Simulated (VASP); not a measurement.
Input of a VASP 6.6.1 run:

File INCAR:

```
SYSTEM = Au
ALGO = Normal
EDIFF = 1E-6
ENCUT = 520
GGA = PE
GGA_COMPAT = .False.
ISIF = 2
ISMEAR = 0
LASPH = .True.
LCHARG = .False.
LMAXMIX = 4
LORBIT = 11
LORBMOM = .True.
LREAL = .False.
LSORBIT = .True.
LWAVE = .False.
MAGMOM = 0 0 0
NBANDS = 22
NELM = 150
PREC = Accurate
SIGMA = 0.05
```

The input KPOINTS:

```
k-points
0
Gamma
  16 16 16
  0 0 0
```

Contents of POSCAR:

```
Au
1.0
   -1.6572690000      1.6572690000      1.6572690000
    1.6572690000     -1.6572690000      1.6572690000
    1.6572690000      1.6572690000     -1.6572690000
Au
1
Direct
    0.0000000000      0.0000000000      0.0000000000
```

Potentials or basis: VASP PAW PBE potentials, release 64 (Au).

Command:

```sh
$ cat potpaw_PBE.64/Au/POTCAR > POTCAR
$ mpirun -np 1 vasp_ncl > vasp.out
```

Problem. Predict the net moment.

Solution. 0.00 μB per cell.

Problem. Estimate the pressure.

Solution. -3.0 GPa.

Moments on the atoms (μB; x, y, z):
```
Au  0.00 0.00 0.00
```
